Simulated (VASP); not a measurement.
CdO2: single point with r2SCAN+D3(BJ)

The system is CdO2.

```
Cd O
1.0
     3.47623    0.00000    0.00000
    -1.73812    3.01050    0.00000
     0.00000    0.00000    4.14808
Cd O
1 2
Direct
  0.00000 0.00000 0.00000
  0.66667 0.33333 0.75578
  0.33333 0.66667 0.24422
```

- Program: VASP 6.6.1
- Task: single point
- Functional: r2SCAN
- Dispersion: D3(BJ)
- Potentials or basis: VASP PAW PBE potentials, release 64 (Cd, O)
- Cutoff: 520 eV
- k mesh: 6 × 6 × 5
- Occupations: gaussian, width 0.02 eV
- Spin: collinear spin, ferromagnetic start
- Starting moments: [0.15, 1.04, 1.04] μB
- Dipole correction: no
- Further INCAR settings: ALGO = Normal; EDIFF = 1e-06; NBANDS = 23

- Pressure: -4.4 GPa
- Largest force: 0.166 eV/Å
- Band gap on the k mesh: zero (filled and empty bands overlap)
- Net moment: 2.00 μB per cell
- Site moments: Cd +0.07; O +0.85 μB
- Valence electrons inside the program's atomic spheres: Cd 10.20; O 4.81
- Dispersion energy per atom: -0.081 eV

Forces on the atoms (eV/Å):
```
Cd   0.000  0.000  0.000
O    0.000  0.000  0.166
O    0.000  0.000 -0.166
```

Stress tensor (GPa, compression positive):
```
-4.19  0.00  0.00
 0.00 -4.19  0.00
 0.00  0.00 -4.76
```

Levels at points of the mesh, in eV from the Fermi level:
Spin up:
| k point | band 9 | band 10 | band 11 | band 12 | band 13 | band 14 | band 15 | band 16 | band 17 | band 18 |
| --- | --- | --- | --- | --- | --- | --- | --- | --- | --- | --- |
| (0.00, 0.00, 0.00) | -2.28 | -2.28 | -2.01 | -1.31 | -1.31 | 3.09 | 8.63 | 14.12 | 14.12 | 14.45 |
| (0.50, 0.00, 0.00) | -3.73 | -3.55 | -3.11 | -2.03 | -0.93 | 7.12 | 9.01 | 12.78 | 13.20 | 13.77 |
Spin down:
| k point | band 9 | band 10 | band 11 | band 12 | band 13 | band 14 |
| --- | --- | --- | --- | --- | --- | --- |
| (0.00, 0.00, 0.00) | -0.61 | -0.61 | 0.24 | 0.24 | 1.08 | 3.64 |
| (0.50, 0.00, 0.00) | -2.15 | -2.04 | -0.88 | 0.70 | 0.76 | 7.83 |

Wall time 2.2 min on 1 thread of Intel Xeon 8259CL, with other jobs on the host, peak memory 0.22 GiB.

Caveat: the cell stands under tension; semilocal functionals underestimate gaps, so a narrow gap can read as zero; the PAW data sets were made with another functional, which shifts forces and pressure a little.
